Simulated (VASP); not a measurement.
Wanted: the native input for a VASP 6.6.1 run.

- Task: single point
- Functional: PBE
- Potentials or basis: VASP PAW PBE potentials, release 64 (Eu)
- Cutoff: 520 eV
- k mesh: 10 × 10 × 10
- Occupations: fermi-dirac, width 0.05 eV
- Spin: collinear spin, ferromagnetic start
- Starting moments: [7.0] μB
- Dipole correction: no
- Further INCAR settings: ALGO = Normal; EDIFF = 1e-06; NBANDS = 18

The structure of Eu lies in POSCAR:

```
Eu
1.0
   -2.2398720668      2.2398720668      2.2398720668
    2.2398720668     -2.2398720668      2.2398720668
    2.2398720668      2.2398720668     -2.2398720668
Eu
1
Direct
    0.0000000000      0.0000000000      0.0000000000
```

These files were run (other wordings do the same):

INCAR

```
PREC     = Accurate       # precision mode
ENCUT    = 520            # plane-wave cutoff, eV
EDIFF    = 1E-6           # SCF threshold, eV
ISMEAR   = -1             # smearing method
SIGMA    = 0.05           # smearing width, eV
LREAL    = False          # projectors in reciprocal space
LASPH    = True           # aspherical terms in the spheres
NELM     = 150            # most SCF steps
ALGO     = Normal         # electronic algorithm
ISIF     = 2              # what is computed and relaxed
LWAVE    = False          # write WAVECAR
LCHARG   = False          # write CHGCAR
ISPIN    = 2              # spin polarisation
MAGMOM   = 7              # initial moments
LORBIT   = 11             # projections on sites
LMAXMIX  = 6              # l up to which the mixer works
GGA      = PE             # functional
NBANDS   = 18             # bands
```

KPOINTS

```
regular mesh
0
Gamma
  10 10 10
```

Potentials or basis: VASP PAW PBE potentials, release 64 (Eu).

Command:

```bash
$ cat potpaw_PBE.64/Eu/POTCAR > POTCAR
$ mpirun -np 1 vasp_std > vasp.out
```

It gave:

```yaml
Pressure: -1.0 GPa
Net_moment: 7.35 μB per cell
Site_moments: Eu +6.69 μB
Valence_electrons_inside_the_program's_atomic_spheres: Eu 14.73
```

Wall time 69 s on 1 thread of AMD EPYC 9R45 96-Core Processor (Zen 5), on a shared host, peak memory 0.21 GiB.
